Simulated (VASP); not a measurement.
# Ga (I4/mmm) in VASP: further runs

Runs on Ga. Level: LDA. Tasks: electric field gradients.

Program: VASP 6.6.1. These are calculated values, not measurements. Logs are shortened: lines on timing, memory, paths and dates and some standing lists are left out, and cuts for length are marked.

## 1. The cell of the first run

It takes space group I4/mmm (No. 139, tetragonal). Conventional cell: a = 2.770 Å, b = 2.770 Å, c = 4.398 Å, α = 90.00°, β = 90.00°, γ = 90.00°. Within 3.7 Å of Ga (site symmetry 4/mmm) lie 12 Ga at 2.77 to 2.94 Å.

## 2. Electric field gradients, LDA (16.87 Å³/atom)

Input file INCAR:

```
PREC = Accurate
ENCUT = 520
EDIFF = 1E-8
ISMEAR = -1
SIGMA = 0.05
LREAL = F
LASPH = T
NELM = 60
ALGO = Normal
ISIF = 2
LWAVE = F
LCHARG = F
LEFG = T
ISYM = 0
NBANDS = 12
```

Input file KPOINTS:

```
Automatic mesh
0
Gamma
  14 14 16
```

Input file POSCAR:

```
Ga
1.0
   -1.3850247009      1.3850247009      2.1988746855
    1.3850247009     -1.3850247009      2.1988746855
    1.3850247009      1.3850247009     -2.1988746855
Ga
1
Direct
    0.0000000000      0.0000000000      0.0000000000
```

Potentials or basis: VASP PAW LDA potentials, release 64 (Ga_d).

Launch:

```
cat potpaw_LDA.64/Ga_d/POTCAR > POTCAR
mpirun -np 1 vasp_std > vasp.out
```

OUTCAR:

```text
PREC = Accurate
   ENCUT = 520
   EDIFF = 1E-8
   ISMEAR = -1
   LREAL = F
   LASPH = T
   NELM = 60
   ISIF = 2
   ISYM = 0

 ion  position               nearest neighbor table
   1  0.000  0.000  0.000-

IMPORTANT INFORMATION: All symmetrisations will be switched off!
NOSYMM: (Re-)initialisation of all symmetry stuff for point group C_1.

----------------------------------------------------------------------------------------

                                     Primitive cell

  volume of cell :      16.8723

  direct lattice vectors                    reciprocal lattice vectors
    -1.385024701  1.385024701  2.198874685     0.000000000  0.361004392  0.227389038
     1.385024701 -1.385024701  2.198874685     0.361004392  0.000000000  0.227389038
     1.385024701  1.385024701 -2.198874685     0.361004392  0.361004392  0.000000000

  length of vectors
     2.944764291  2.944764291  2.944764291     0.426649676  0.426649676  0.510537307

  position of ions in fractional coordinates (direct lattice)
     0.000000000  0.000000000  0.000000000

  ion indices of the primitive-cell ions
   primitive index   ion index
                 1           1

----------------------------------------------------------------------------------------

 KPOINTS: Automatic mesh

Automatic generation of k-mesh.
 Grid dimensions read from file:
 generate k-points for:   14   14   16

 Generating k-lattice:

  Cartesian coordinates                     Fractional coordinates (reciprocal lattice)
     0.000000000  0.025786028  0.016242074     0.071428571  0.000000000  0.000000000
     0.025786028  0.000000000  0.016242074     0.000000000  0.071428571  0.000000000
     0.022562774  0.022562774  0.000000000     0.000000000  0.000000000  0.062500000

  Length of vectors
     0.030474977  0.030474977  0.031908582

  Shift w.r.t. Gamma in fractional coordinates (k-lattice)
     0.000000000  0.000000000  0.000000000

 -----------------------------------------------------------------------------
|                                                                             |
|           W    W    AA    RRRRR   N    N  II  N    N   GGGG   !!!           |
|           W    W   A  A   R    R  NN   N  II  NN   N  G    G  !!!           |
|           W    W  A    A  R    R  N N  N  II  N N  N  G       !!!           |
|           W WW W  AAAAAA  RRRRR   N  N N  II  N  N N  G  GGG   !            |
|           WW  WW  A    A  R   R   N   NN  II  N   NN  G    G                |
|           W    W  A    A  R    R  N    N  II  N    N   GGGG   !!!           |
|                                                                             |
|     Your reciprocal lattice and k-lattice belong to different lattice       |
|     classes:                                                                |
|                                                                             |
|        The reciprocal lattice is body-centered tetragonal,                  |
|        whereas your k-lattice is base-centered monoclinic.                  |
|                                                                             |
|     Results are often still useful ...                                      |
|                                                                             |
 -----------------------------------------------------------------------------

 WARNING: IBZKPT: internal override: KBLOWUP is changed to .FALSE.
      ... skipping the blow-up phase ...

 Subroutine IBZKPT returns following result:
 ===========================================

 Found   1572 irreducible k-points:

 Following reciprocal coordinates:
            Coordinates               Weight
  0.000000  0.000000  0.000000      1.000000
  0.071429 -0.000000  0.000000      2.000000
  0.142857 -0.000000  0.000000      2.000000
  0.214286 -0.000000  0.000000      2.000000
  0.285714  0.000000 -0.000000      2.000000
  0.357143  0.000000  0.000000      2.000000
[... 16 lines left out ...]
 -0.000000  0.142857  0.000000      2.000000
  0.071429  0.142857  0.000000      2.000000
 [... further k-points ...]
   k-points           NKPTS =   1572   k-points in BZ     NKDIM =   1572   number of bands    NBANDS=     12
   number of dos      NEDOS =    301   number of ions     NIONS =      1
   total plane-waves  NPLWV =  13824
   dimension x,y,z NGX =    24 NGY =   24 NGZ =   24
   dimension x,y,z NGXF=    48 NGYF=   48 NGZF=   48
   ions per type =               1
   NGX,Y,Z   is equivalent  to a cutoff of  13.55, 13.55, 13.55 a.u.
   NGXF,Y,Z  is equivalent  to a cutoff of  27.10, 27.10, 27.10 a.u.
 SYSTEM =  unknown system
   PREC   = accura    normal or accurate (medium, high low for compatibility)
   ISTART =      0    job   : 0-new  1-cont  2-samecut
   ICHARG =      2    charge: 1-file 2-atom 10-const
   ISPIN  =      1    spin polarized calculation?
   LNONCOLLINEAR =      F non collinear calculations
   LSORBIT =      F    spin-orbit coupling
   LASPH  =      T    aspherical Exc in radial PAW
   ENCUT  =  520.0 eV  38.22 Ry    6.18 a.u.   5.48  5.48  5.48*2*pi/ulx,y,z
   NELM   =     60;   NELMIN=  2; NELMDL= -5     # of ELM steps
   EDIFF  = 0.1E-07   stopping-criterion for ELM
   LREAL  =      F    real-space projection
   EDIFFG = 0.1E-06   stopping-criterion for IOM
   NSW    =      0    number of steps for IOM
   IBRION =     -1    ionic relax: 0-MD 1-quasi-New 2-CG
   NFREE  =      0    steps in history (QN), initial steepest desc. (CG)
   ISIF   =      2    stress and relaxation
   ISYM   =      0    0-nonsym 1-usesym 2-fastsym
   POTIM  = 0.5000    time-step for ionic-motion
   TEBEG  =    0.0;   TEEND  =   0.0 temperature during run
   PSTRESS=    0.0 pullay stress
   NELECT =      13.0000    total number of electrons
   NUPDOWN=      -1.0000    fix difference up-down
   EMIN   =  10.00;   EMAX   =-10.00  energy-range for DOS
   EFERMI =   0.00;   METHOD = LEGACY
   ISMEAR =    -1;   SIGMA  =   0.05  broadening in eV -4-tet -1-fermi 0-gaus
   EFERMI_NEDOS =   21; number of points for ismear=-14 and -15
   IALGO  =     38    algorithm
   IMIX   =      4    mixing-type and parameters
     AMIX     =   0.40;   BMIX     =  1.00
     AMIX_MAG =   1.60;   BMIX_MAG =  1.00
  volume/ion in A,a.u.               =      16.87       113.86
  Fermi-wavevector in a.u.,A,eV,Ry     =   1.500828  2.836153 30.646894  2.252483
  Thomas-Fermi vector in A             =   2.612277
   LORBIT       =      0    0 simple, 1 ext, 2 COOP (PROOUT), +10 PAW based schemes
   GGA     = CA    functional components
   LHFCALC =     F    Hartree Fock is set to
   AEXX    =    0.0000 exact exchange contribution
   IVDW    =     0    specifies the selected vdW correction
   LEPSILON=     F    determine dielectric tensor
   LRPA    =     F    only Hartree local field effects (RPA)
 non-spin polarized calculation
  energy-cutoff  :      520.00
  volume of cell :       16.87
 maximum number of plane-waves:       469
 NGX is ok and might be reduce to    24
   NGX = 11   NGY = 11   NGZ = 11

 number of electron      13.0000006 magnetization

 Free energy of the ion-electron system (eV)
  ---------------------------------------------------
  ext. energy  EPLUGINS =         0.00000000
  ---------------------------------------------------
  free energy    TOTEN  =        -3.56378005 eV

  energy without entropy =       -3.56117953  energy(sigma->0) =       -3.56247979

 E-fermi :   6.4192     XC(G=0): -11.9090

 val. band max:        6.4074674945   @ k =  -0.0714   0.3571   0.3750
 cond. band min:       6.4431507487   @ k =   0.0714   0.2143   0.2500
 fundamental gap:      0.0356832541
 Fermi energy:         6.4192274588

 k-point     1 :       0.0000    0.0000    0.0000
  band No.  band energies     occupation
      1      -8.8085      2.00000
      2      -8.6620      2.00000
      3      -8.6615      2.00000
      4      -8.6348      2.00000
      5      -8.4823      2.00000
      6      -5.5433      2.00000
      7      19.7424      0.00000
      8      19.7430      0.00000
      9      19.7866      0.00000
     10      23.1984      0.00000
     11      23.3148      0.00000
     12      23.9476      0.00000

 k-point     2 :       0.0714   -0.0000    0.0000
  band No.  band energies     occupation
      1      -8.8002      2.00000
      2      -8.6651      2.00000
      3      -8.6548      2.00000
      4      -8.6319      2.00000
      5      -8.4865      2.00000
      6      -5.4006      2.00000
      7      18.0094      0.00000
      8      19.2883      0.00000
      9      19.5636      0.00000
     10      22.2398      0.00000
     11      23.9037      0.00000
     12      24.3678      0.00000

 k-point     3 :       0.1429   -0.0000    0.0000
  band No.  band energies     occupation
      1      -8.7833      2.00000
      2      -8.6802      2.00000
      3      -8.6373      2.00000
      4      -8.6141      2.00000
      5      -8.4965      2.00000
      6      -4.9685      2.00000
      7      14.9538      0.00000
      8      18.3158      0.00000
      9      19.1956      0.00000
     10      21.8632      0.00000
     11      23.1767      0.00000
     12      25.4249      0.00000
[... 286 lines left out ...]
 k-point    23 :      -0.0000    0.1429    0.0000
  band No.  band energies     occupation
      1      -8.7833      2.00000
      2      -8.6802      2.00000
      3      -8.6373      2.00000
      4      -8.6141      2.00000
      5      -8.4965      2.00000
      6      -4.9685      2.00000
      7      14.9538      0.00000
      8      18.3158      0.00000
      9      19.1956      0.00000
     10      21.8632      0.00000
     11      23.1767      0.00000
     12      25.4249      0.00000

 k-point    24 :       0.0714    0.1429    0.0000
  band No.  band energies     occupation
      1      -8.7808      2.00000
      2      -8.6755      2.00000
      3      -8.6392      2.00000
      4      -8.6046      2.00000
      5      -8.4951      2.00000
      6      -4.6584      2.00000
      7      14.1738      0.00000
      8      16.6214      0.00000
      9      18.8504      0.00000
     10      22.0389      0.00000
     11      22.7003      0.00000
     12      25.0025      0.00000

 [... further k-points ...]

------------------------ aborting loop because EDIFF is reached ----------------------------------------

  FORCE on cell =-STRESS in cart. coord.  units (eV):
  Direction    XX          YY          ZZ          XY          YZ          ZX
  --------------------------------------------------------------------------------------
  -------------------------------------------------------------------------------------
  Total        0.1225930      0.1225932      0.0953511      0.0007398      0.0114370      0.0114368
  in kB       11.6412825     11.6412971      9.0544223      0.0702491      1.0860394      1.0860281
  external PRESSURE =      10.7790006 kB  Pullay stress =       0.0000000 kB

 VOLUME and BASIS-vectors are now :
 -----------------------------------------------------------------------------
  energy-cutoff  :      520.00
  volume of cell :       16.87
      direct lattice vectors                 reciprocal lattice vectors
    -1.385024701  1.385024701  2.198874685     0.000000000  0.361004392  0.227389038
     1.385024701 -1.385024701  2.198874685     0.361004392  0.000000000  0.227389038
     1.385024701  1.385024701 -2.198874685     0.361004392  0.361004392  0.000000000

 POSITION                                       TOTAL-FORCE (eV/Angst)
 -----------------------------------------------------------------------------------
      0.00000      0.00000      0.00000        -0.000000     -0.000000     -0.000000
 -----------------------------------------------------------------------------------
    total drift:                               -0.000000     -0.000000     -0.000000

  FREE ENERGIE OF THE ION-ELECTRON SYSTEM (eV)
  ---------------------------------------------------
  free  energy   TOTEN  =        -3.5637800489 eV

  energy  without entropy=       -3.5611795300  energy(sigma->0) =       -3.56247979

 Electric field gradients (V/A^2)
---------------------------------------------------------------------
 ion       V_xx      V_yy      V_zz      V_xy      V_xz      V_yz
---------------------------------------------------------------------
   1     -10.931   -10.931    21.863    -0.375     0.076     0.076
---------------------------------------------------------------------

 Electric field gradients after diagonalization (V/A^2)
 (convention: |V_zz| > |V_xx| > |V_yy|)
----------------------------------------------------------------------
 ion       V_xx      V_yy      V_zz     asymmetry (V_yy - V_xx)/ V_zz
----------------------------------------------------------------------
   1     -11.306   -10.557    21.863       0.034
----------------------------------------------------------------------

           NMR quadrupolar parameters

 Cq : quadrupolar parameter    Cq=e*Q*V_zz/h
 eta: asymmetry parameters     (V_yy - V_xx)/ V_zz
 Q  : nuclear electric quadrupole moment in mb (millibarn)
----------------------------------------------------------------------
 ion       Cq(MHz)       eta       Q (mb)
----------------------------------------------------------------------
   1       0.053       0.034       1.000
----------------------------------------------------------------------
```

It took 2.7 min on 1 thread of Intel Xeon Platinum 8259CL at 2.50GHz (Skylake/Cascade Lake), shared host; peak memory 0.39 GiB.

Results:

```
Free energy                             : -3.5638 eV
Pressure                                : 1.1 GPa
Band gap on the k mesh                  : zero (an odd number of electrons rules out a gap without spin polarisation)
Largest electric field gradient by atom : Ga +21.9 V/Å²
```

Stress tensor (GPa, compression positive):
```
1.16 0.01 0.11
0.01 1.16 0.11
0.11 0.11 0.91
```

Levels at points of the mesh, in eV from the Fermi level:
| k point | band 3 | band 4 | band 5 | band 6 | band 7 | band 8 | band 9 | band 10 |
| --- | --- | --- | --- | --- | --- | --- | --- | --- |
| (0.00, 0.00, 0.00) | -15.08 | -15.05 | -14.90 | -11.96 | 13.32 | 13.32 | 13.37 | 16.78 |
| (0.50, 0.00, 0.00) | -15.06 | -14.86 | -14.82 | -5.07 | -4.49 | 8.92 | 12.19 | 13.21 |
| (0.00, 0.50, 0.00) | -15.06 | -14.86 | -14.82 | -5.07 | -4.49 | 8.92 | 12.19 | 13.21 |
| (0.50, 0.50, 0.00) | -14.86 | -14.86 | -14.74 | -2.40 | -1.31 | 4.18 | 5.11 | 8.45 |
| (0.00, 0.00, 0.50) | -14.86 | -14.86 | -14.74 | -2.40 | -1.31 | 4.18 | 5.11 | 8.45 |
| (0.50, 0.00, 0.50) | -15.07 | -14.86 | -14.82 | -5.07 | -4.49 | 8.92 | 12.19 | 13.21 |
| (0.00, 0.50, 0.50) | -15.07 | -14.86 | -14.82 | -5.07 | -4.49 | 8.92 | 12.19 | 13.21 |
| (0.50, 0.50, 0.50) | -14.83 | -14.82 | -14.82 | -3.90 | -3.87 | 6.66 | 6.66 | 10.07 |

Electric field gradients, principal values (V/Å²):
```
atom    least   middle  greatest (by size)
1 Ga  -10.557  -11.306              21.863
```

Caveat: without QUAD_EFG the Cq values of the log hold for a quadrupole moment of 1 mb, not for the nuclei.

(Part 1 of 3 ends here.)

The gap in the log of VASP goes by the Fermi energy; the results here count the filled bands.